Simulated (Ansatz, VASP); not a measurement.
# MgS in VASP and in Ansatz

File INCAR:

```
PREC = Accurate
ENCUT = 520
EDIFF = 1E-6
ISMEAR = 0
SIGMA = 0.026000000000000002
LREAL = False
LASPH = True
NELM = 60
ALGO = Normal
ISIF = 2
LWAVE = False
LCHARG = False
GGA = PE
NBANDS = 11
```

The input KPOINTS:

```
Automatic mesh
0
Gamma
  9 9 9
```

POSCAR

```
MgS
1.0
    0.0000000000      2.6016500000      2.6016500000
    2.6016500000      0.0000000000      2.6016500000
    2.6016500000      2.6016500000      0.0000000000
S Mg
1 1
Direct
    0.5000000000      0.5000000000      0.5000000000
    0.0000000000      0.0000000000      0.0000000000
```

The input input.yaml:

```yaml
crystal:
  lattice:
    - [0.0, 2.60165, 2.60165]
    - [2.60165, 0.0, 2.60165]
    - [2.60165, 2.60165, 0.0]
  atoms:
    - { symbol: S, position: [0.5, 0.5, 0.5] }
    - { symbol: Mg, position: [0.0, 0.0, 0.0] }
hamiltonian:
  xc: pbe
  pseudopotentials: { kind: paw }
kpoints:
  mp_grid: { grid: [9, 9, 9] }
scf:
  occupations: { method: gaussian, width: 0.026 }
output:
  forces: true
  stress: true
  eigenvalues: true
  write_density: true
  write_potential: true
  elf: true
  volumetric_format: npy
```

Alike in both runs: task single point; functional PBE; k mesh 9 × 9 × 9; occupations gaussian, width 0.026 eV; no spin polarisation.

```csv
,VASP,Ansatz
version,VASP 6.6.1,Ansatz 0.2.0
potentials or method,"VASP PAW PBE potentials, release 64 (S, Mg)",Ansatz PAW
plane-wave cutoff (eV),520,420
valence electrons in the cell,8,16
```

Ansatz gave:

* gap on the k mesh at the Fermi level (eV): 2.92
* least direct gap on the mesh (eV): 3.72
* pressure (GPa): 1.2

Question: Estimate VASP's values.

Answer: gap on the k mesh at the Fermi level (eV): 2.91; least direct gap on the mesh (eV): 3.71; pressure (GPa): 0.9.

The functional is the same, so the differences come from potentials, cutoffs and numerics. VASP's potentials hold 8 valence electrons a cell and Ansatz's 16, so a difference there can come from the potentials and not from the codes.

Noted on Ansatz's run: odd divisions of the mesh miss points on the zone boundary, where band edges often lie, so the gap on the mesh can be too wide.
